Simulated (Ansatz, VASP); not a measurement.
# One calculation of MgTe, two programs

Contents of INCAR:

```
ALGO = Normal ; EDIFF = 1E-7
EDIFFG = -0.01 ; ENCUT = 600
GGA = PS ; GGA_COMPAT = False
IBRION = 2 ; ISIF = 3
ISMEAR = 0 ; LASPH = True
LCHARG = False ; LREAL = False
LWAVE = False ; NELM = 120
NELMIN = 4 ; NSW = 80
PREC = Accurate ; SIGMA = 0.02
```

Contents of KPOINTS:

```
k-points
0
Gamma
  6 6 4
```

File POSCAR:

```
MgTe
1.0
    4.3842777139      0.0000000000      0.0000000000
   -2.1921388570      3.7968958775      0.0000000000
    0.0000000000      0.0000000000      6.9812472453
Mg Te
2 2
Direct
    0.6666666667      0.3333333333      0.4962629880
    0.3333333333      0.6666666667      0.9962629880
    0.3333333333      0.6666666667      0.3787360120
    0.6666666667      0.3333333333      0.8787360120
```

Input for Ansatz:

```yaml
crystal:
  lattice:
    - [4.3842777139, 0.0, 0.0]
    - [-2.192138857, 3.7968958775, 0.0]
    - [0.0, 0.0, 6.9812472453]
  atoms:
    - { symbol: Mg, position: [0.6666666667, 0.3333333333, 0.496262988] }
    - { symbol: Mg, position: [0.3333333333, 0.6666666667, 0.996262988] }
    - { symbol: Te, position: [0.3333333333, 0.6666666667, 0.378736012] }
    - { symbol: Te, position: [0.6666666667, 0.3333333333, 0.878736012] }
basis:
  ecutwfc: 420
kpoints:
  mp_grid: { grid: [6, 6, 4] }
hamiltonian:
  xc: pbesol
scf:
  occupations: { method: gaussian, width: 0.02 }
output:
  forces: true
  stress: true
  eigenvalues: true
  write_density: true
  write_potential: true
  elf: true
  volumetric_format: npy
relax:
  adjacent_minimum: "off"
  f_tol: 0.01
  max_steps: 60
  cell: { stress_tol: 0.1 }
```

Alike in both runs: task relaxation of cell and atoms; functional PBEsol; k mesh 6 × 6 × 4; occupations gaussian, width 0.02 eV; no spin polarisation.

|  | VASP | Ansatz |
| --- | --- | --- |
| version | VASP 6.6.1 | Ansatz 0.2.0 |
| potentials or method | VASP PAW PBE potentials, release 64 (Mg, Te), cutoff 600 eV | scalar-relativistic, plane waves, PAW |
| valence electrons in the cell | 16 | 52 |

```tsv
	VASP	Ansatz	Ansatz less VASP
gap on the k mesh at the Fermi level, each at its own relaxed structure (eV)	2.38	2.38	+0.001
relaxed volume (Å³/atom)	33.39	33.38	-0.014
relaxed cell length with the largest relative difference (Å)	4.563	4.562	-0.0008
```

VASP's potentials were made for PBE, not for PBEsol. VASP's potentials hold 16 valence electrons a cell and Ansatz's 52, so a difference there can come from the potentials and not from the codes.

Spin-orbit coupling is off throughout.
